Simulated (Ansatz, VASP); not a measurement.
## B3O: VASP beside Ansatz

```xyz
4
Lattice="-1.2064 1.2064 5.7568 1.2064 -1.2064 5.7568 1.2064 1.2064 -5.7568" Properties=species:S:1:pos:R:3 pbc="T T T"
B     0.0000    0.0000    5.7568
B     1.2064    0.0000    2.8784
B     0.0000    1.2064    2.8784
O     0.0000    0.0000    0.0000
```

Alike in both runs: functional PBE; k mesh 26 × 26 × 26; occupations gaussian, width 0.1 eV; no spin polarisation.

Ansatz relaxed the structure, and its values are those at the end. VASP's run is a single point on that final structure, the one shown.

|  | VASP | Ansatz |
| --- | --- | --- |
| version | VASP 6.6.1 | Ansatz 0.2.0 |
| potentials or method | VASP PAW PBE potentials, release 64 (B, O), cutoff 520 eV | scalar-relativistic, plane waves, PAW |
| valence electrons in the cell | 15 | 15 |

VASP gave:

| Item | Value |
| --- | --- |
| gap on the k mesh at the Fermi level (eV) | none |
| pressure (GPa) | -0.1 |

Task: What did Ansatz give for the same quantities?

Result: gap on the k mesh at the Fermi level (eV): none; pressure (GPa): 0.0.

A gap of «none» marks a metal or a gap that the smearing closes.
